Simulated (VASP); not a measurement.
Mo, 2 atoms in the cell. It takes space group P6_3/mmc (No. 194, hexagonal). The conventional cell has a = 2.699 Å, b = 2.699 Å, c = 4.731 Å, α = 90.00°, β = 90.00°, γ = 120.00°. Mo (site symmetry -6m2) has 12 Mo at 2.70 to 2.83 Å within 3.6 Å. 

| Quantity | Value |
| --- | --- |
| Program | VASP 6.6.1 |
| Task | single point |
| Functional | PBE |
| Potentials or basis | VASP PAW PBE potentials, release 64 (Mo_sv) |
| Cutoff | 520 eV |
| k mesh | 9 × 9 × 5 |
| Occupations | gaussian, width 0.05 eV |
| Spin | no spin polarisation |
| Dipole correction | no |
| Further INCAR settings | ALGO = Normal; EDIFF = 1e-07; NBANDS = 21 |

Potentials or basis: VASP PAW PBE potentials, release 64 (Mo_sv).

Run with:

```bash
$ cat potpaw_PBE.64/Mo_sv/POTCAR > POTCAR
$ mpirun -np 1 vasp_std > vasp.out
```

Hardware: 1 thread of Intel Xeon 8259CL, with other jobs on the host.

Task: How long does it take, and how much memory?

Result: It took 26 s on 1 thread of Intel Xeon 8259CL (shared host), peak memory 0.14 GiB. Counts: scf iterations 13, k points 36.
